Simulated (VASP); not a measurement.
# CO2 in VASP: notebook

CO2 is run at these levels: PBEsol; tasks: single point.

All numbers are computed with VASP 6.6.1; they aren't measurements. Logs are shortened: lines on timing, memory, paths and dates and some standing lists are left out, and cuts for length are marked.

**1. The cell of the first run**

The cell holds an amorphous packing of atoms, 30 atoms: a = 8.707 Å, b = 8.707 Å, c = 8.707 Å, α = 90.00°, β = 90.00°, γ = 90.00°.

**2. Single point, PBEsol**

Input file INCAR:

```
ALGO     = Normal         # electronic algorithm
EDIFF    = 1E-7           # SCF threshold, eV
ENCUT    = 520            # plane-wave cutoff, eV
GGA      = PS             # functional
ISIF     = 2              # what is computed and relaxed
ISMEAR   = -1             # smearing method
LASPH    = T              # aspherical terms in the spheres
LCHARG   = T              # write CHGCAR
LELF     = T              # ELF
LREAL    = Auto         
LVHAR    = T            
LWAVE    = F              # write WAVECAR
NBANDS   = 101            # bands
NELM     = 60             # most SCF steps
PREC     = Accurate       # precision mode
SIGMA    = 0.02           # smearing width, eV
```

Input file KPOINTS:

```
k-points
0
Gamma
  1 1 1
```

Input file POSCAR:

```
CO2
1.0
    8.7065880000      0.0000000000      0.0000000000
    0.0000000000      8.7065880000      0.0000000000
    0.0000000000      0.0000000000      8.7065880000
C O
10 20
Direct
    0.7726394279      0.4399627739      0.2924636792
    0.4425567516      0.5192918513      0.9693113699
    1.0147642007      0.0867017851      1.0206083828
    0.4679103025      0.2033916635      0.4678800785
    0.5395646434      0.0492403210      1.0276132519
    0.8062567855      0.3678025943      0.7559483828
    0.7012752031      0.7850235043      0.5648223032
    0.1881254269      0.5752415066      0.3363434808
    0.0809791070      0.9954067979      0.4196307722
    0.1198814746      0.7096549365      0.7523041441
    0.7665905860      0.3555015618      0.3963870468
    0.7784571607      0.5239437350      0.1883617190
    0.4255596944      0.6403186995      0.9143877127
    0.4584660697      0.3977214452      1.0235049267
    0.9445121161      0.1654546301      1.1036159507
    1.0860611079      0.0079307803      0.9392148279
    0.4125585047      0.3102784271      0.4088898075
    0.5236332779      0.0969922156      0.5271768896
    0.6154786371      0.0612413174      0.9178601146
    0.4643133677      0.0369343921      1.1379887470
    0.9099632899      0.2834296388      0.7624980567
    0.7023118628      0.4523457865      0.7489512904
    0.6078519249      0.7256832554      0.4893602625
    0.7959281564      0.8437028456      0.6394959271
    0.0907505193      0.5254294040      0.4141487175
    0.2847953956      0.6247369056      0.2580200470
    0.0319545605      0.8948463073      0.3451692802
    0.1301780616      1.0966200434      0.4919330592
    0.0535614718      0.6368903476      0.8432453430
    0.1866076119      0.7811642273      0.6606995286
```

Potentials or basis: VASP PAW PBE potentials, release 64 (C, O).

Started as:

```
$ cat potpaw_PBE.64/C/POTCAR potpaw_PBE.64/O/POTCAR > POTCAR
$ mpirun -np 1 vasp_gam > vasp.out
```

OUTCAR:

```text
EDIFF = 1E-7
   ENCUT = 520
   GGA = PS
   ISIF = 2
   ISMEAR = -1
   LASPH = T
   LREAL = Auto
   NELM = 60
   PREC = Accurate

 ion  position               nearest neighbor table
   1  0.773  0.440  0.292-  12 1.17  11 1.17
   2  0.443  0.519  0.969-  13 1.17  14 1.17
   3  0.015  0.087  0.021-  16 1.17  15 1.17
   4  0.468  0.203  0.468-  18 1.17  17 1.17
   5  0.540  0.049  0.028-  19 1.17  20 1.17
   6  0.806  0.368  0.756-  21 1.17  22 1.17
   7  0.701  0.785  0.565-  23 1.17  24 1.17
   8  0.188  0.575  0.336-  26 1.17  25 1.17
   9  0.081  0.995  0.420-  28 1.16  27 1.17
  10  0.120  0.710  0.752-  30 1.17  29 1.17
  11  0.767  0.356  0.396-   1 1.17
  12  0.778  0.524  0.188-   1 1.17
  13  0.426  0.640  0.914-   2 1.17
  14  0.458  0.398  0.024-   2 1.17
  15  0.945  0.165  0.104-   3 1.17
  16  0.086  0.008  0.939-   3 1.17
[... 12 lines left out ...]
  29  0.054  0.637  0.843-  10 1.17
  30  0.187  0.781  0.661-  10 1.17

  LATTYP: Found a simple cubic cell.
 ALAT       =     8.7065880000

  Lattice vectors:

 A1 = (   8.7065880000,   0.0000000000,   0.0000000000)
 A2 = (   0.0000000000,   8.7065880000,   0.0000000000)
 A3 = (   0.0000000000,   0.0000000000,   8.7065880000)

Analysis of symmetry for initial positions (statically):
=====================================================================
 Subroutine PRICEL returns:
 Original cell was already a primitive cell.

 Routine SETGRP: Setting up the symmetry group for a
 simple cubic supercell.

 Subroutine GETGRP returns: Found  1 space group operations
 (whereof  1 operations were pure point group operations)
 out of a pool of 48 trial point group operations.

The static configuration has the point symmetry C_1 .

Analysis of symmetry for dynamics (positions and initial velocities):
=====================================================================
 Subroutine PRICEL returns:
 Original cell was already a primitive cell.

 Routine SETGRP: Setting up the symmetry group for a
 simple cubic supercell.

 Subroutine GETGRP returns: Found  1 space group operations
 (whereof  1 operations were pure point group operations)
 out of a pool of 48 trial point group operations.

The dynamic configuration has the point symmetry C_1 .

 Subroutine INISYM returns: Found  1 space group operations
 (whereof  1 operations are pure point group operations),
 and found     1 'primitive' translations

[... 129 lines left out ...]
   NSW    =      0    number of steps for IOM
   IBRION =     -1    ionic relax: 0-MD 1-quasi-New 2-CG
   NFREE  =      0    steps in history (QN), initial steepest desc. (CG)
   ISIF   =      2    stress and relaxation
   ISYM   =      2    0-nonsym 1-usesym 2-fastsym
   POTIM  = 0.5000    time-step for ionic-motion
   TEBEG  =    0.0;   TEEND  =   0.0 temperature during run
   PSTRESS=    0.0 pullay stress
   NELECT =     160.0000    total number of electrons
   NUPDOWN=      -1.0000    fix difference up-down
   EMIN   =  10.00;   EMAX   =-10.00  energy-range for DOS
   EFERMI =   0.00;   METHOD = LEGACY
   ISMEAR =    -1;   SIGMA  =   0.02  broadening in eV -4-tet -1-fermi 0-gaus
   EFERMI_NEDOS =   21; number of points for ismear=-14 and -15
   IALGO  =     38    algorithm
   IMIX   =      4    mixing-type and parameters
     AMIX     =   0.40;   BMIX     =  1.00
     AMIX_MAG =   1.60;   BMIX_MAG =  1.00
  volume/ion in A,a.u.               =      22.00       148.46
  Fermi-wavevector in a.u.,A,eV,Ry     =   1.020783  1.929000 14.177247  1.041998
  Thomas-Fermi vector in A             =   2.154372
   LORBIT       =      0    0 simple, 1 ext, 2 COOP (PROOUT), +10 PAW based schemes
   GGA     = PS    functional components
   LHFCALC =     F    Hartree Fock is set to
   AEXX    =    0.0000 exact exchange contribution
   IVDW    =     0    specifies the selected vdW correction
   LEPSILON=     F    determine dielectric tensor
   LRPA    =     F    only Hartree local field effects (RPA)
 non-spin polarized calculation
  energy-cutoff  :      520.00
  volume of cell :      660.00
 maximum number of plane-waves:      8923
 NGX is ok and might be reduce to    70
   NGX = 33   NGY = 33   NGZ = 33

 number of electron     160.0000010 magnetization

 Free energy of the ion-electron system (eV)
  ---------------------------------------------------
  ext. energy  EPLUGINS =         0.00000000
  ---------------------------------------------------
  free energy    TOTEN  =      -237.91398535 eV

  energy without entropy =     -237.91398535  energy(sigma->0) =     -237.91398535

 E-fermi :  -4.9549     XC(G=0):  -6.0703

 val. band max:       -5.4600694682   @ k =   0.0000   0.0000   0.0000
 cond. band min:       1.1651136989   @ k =   0.0000   0.0000   0.0000
 fundamental gap:      6.6251831671
 Fermi energy:        -4.9549243852

 k-point     1 :       0.0000    0.0000    0.0000
  band No.  band energies     occupation
      1     -25.8699      2.00000
      2     -25.8335      2.00000
      3     -25.8058      2.00000
      4     -25.7904      2.00000
      5     -25.7794      2.00000
      6     -25.7687      2.00000
[... 84 lines left out ...]
     91       2.9382      0.00000
     92       2.9654      0.00000
 [bands above 92 left out]

------------------------ aborting loop because EDIFF is reached ----------------------------------------

  FORCE on cell =-STRESS in cart. coord.  units (eV):
  Direction    XX          YY          ZZ          XY          YZ          ZX
  --------------------------------------------------------------------------------------
  -------------------------------------------------------------------------------------
  Total        3.9437763      5.8353130      5.3214489      0.0084384     -1.7234964     -1.1789768
  in kB        9.5736793     14.1654625     12.9180361      0.0204845     -4.1838584     -2.8620148
  external PRESSURE =      12.2190593 kB  Pullay stress =       0.0000000 kB

 VOLUME and BASIS-vectors are now :
 -----------------------------------------------------------------------------
  energy-cutoff  :      520.00
  volume of cell :      660.00
      direct lattice vectors                 reciprocal lattice vectors
     8.706588000  0.000000000  0.000000000     0.114855555  0.000000000  0.000000000
     0.000000000  8.706588000  0.000000000     0.000000000  0.114855555  0.000000000
     0.000000000  0.000000000  8.706588000     0.000000000  0.000000000  0.114855555

 POSITION                                       TOTAL-FORCE (eV/Angst)
 -----------------------------------------------------------------------------------
      6.72705      3.83057      2.54636         0.001982      0.005709     -0.009610
      3.85316      4.52126      8.43939        -0.002033      0.015061     -0.000100
      0.12855      0.75488      0.17943        -0.017353      0.019152      0.005923
      4.07390      1.77085      4.07364        -0.028583      0.031075     -0.032195
      4.69777      0.42872      0.24042        -0.081411     -0.006378      0.114891
      7.01975      3.20231      6.58173         0.013633     -0.013854     -0.010876
[... 22 lines left out ...]
      0.46634      5.54514      7.34179        -0.377543     -0.429798      0.511072
      1.62472      6.80128      5.75244         0.367050      0.401760     -0.518166
 -----------------------------------------------------------------------------------
    total drift:                                0.006035     -0.013865      0.021567

  FREE ENERGIE OF THE ION-ELECTRON SYSTEM (eV)
  ---------------------------------------------------
  free  energy   TOTEN  =      -237.9139853510 eV

  energy  without entropy=     -237.9139853510  energy(sigma->0) =     -237.91398535
```

Run time: 1.7 min. Hardware: 1 thread of AMD EPYC 7R13 (Zen 3), shared host; peak memory 0.65 GiB.

What came out:

```
Free energy            : -237.9140 eV
Pressure               : 1.2 GPa
Largest force          : 0.812 eV/Å
Band gap on the k mesh : 6.63 eV
```

Forces on the atoms (eV/Å):
```
C    0.002  0.006 -0.010
C   -0.002  0.015  0.000
C   -0.017  0.019  0.006
C   -0.029  0.031 -0.032
C   -0.081 -0.006  0.115
C    0.014 -0.014 -0.011
C   -0.018  0.006 -0.010
C   -0.019 -0.004  0.009
C   -0.034 -0.099 -0.077
C    0.001  0.033  0.004
O   -0.039 -0.521  0.622
O    0.046  0.500 -0.626
O   -0.079  0.669 -0.300
O    0.102 -0.690  0.304
O   -0.369  0.415  0.445
O    0.391 -0.439 -0.452
O   -0.322  0.591 -0.314
O    0.330 -0.622  0.348
O    0.449  0.078 -0.644
O   -0.391 -0.060  0.549
O    0.584 -0.471  0.050
O   -0.583  0.479 -0.036
O   -0.535 -0.356 -0.434
O    0.568  0.341  0.446
O   -0.510 -0.257  0.407
O    0.509  0.269 -0.425
O   -0.250 -0.482 -0.348
O    0.295  0.598  0.422
O   -0.378 -0.430  0.511
O    0.367  0.402 -0.518
```

Stress tensor (GPa, compression positive):
```
 0.96  0.00 -0.29
 0.00  1.42 -0.42
-0.29 -0.42  1.29
```

Caveat: the k points lie up to 0.72 Å⁻¹ apart; the PAW data sets were made with another functional, which shifts forces and pressure a little.

(Part 1 of 2 ends here.)
